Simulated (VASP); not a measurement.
**BAs: single point with LDA**

The system is BAs.

```
CELL_PARAMETERS angstrom
0.00000 2.41993 2.41993
2.41993 0.00000 2.41993
2.41993 2.41993 0.00000
ATOMIC_POSITIONS crystal
As 0.75000 0.75000 0.75000
B 0.00000 0.00000 0.00000
```

```json
{
  "Program": "VASP 6.6.1",
  "Task": "single point",
  "Functional": "LDA",
  "Potentials or basis": "VASP PAW LDA potentials, release 64 (As, B)",
  "Cutoff": "520 eV",
  "k mesh": "10 × 10 × 10",
  "Occupations": "fermi-dirac, width 0.05 eV",
  "Spin": "no spin polarisation"
}
```

| Quantity | Value |
| --- | --- |
| Pressure | -7.9 GPa |
| Band gap on the k mesh | 1.16 eV, indirect (least direct gap 3.20 eV) |

Levels at points of the mesh, in eV from the valence-band top:
```tsv
k point	band 2	band 3	band 4	band 5	band 6	band 7
(0.00, 0.00, 0.00)	0.00	0.00	0.00	3.20	3.20	3.20
(0.50, 0.00, 0.00)	-8.47	-1.75	-1.75	2.46	4.70	4.70
(0.50, 0.50, 0.00)	-8.21	-3.92	-3.92	1.37	1.46	10.86
```

Wall time 26 s on 1 thread of Intel Xeon 8259CL, with other jobs on the host, peak memory 0.15 GiB.

A k mesh can miss the band edges. Expect the measured gap to be larger: semilocal functionals such as LDA lack the derivative discontinuity.
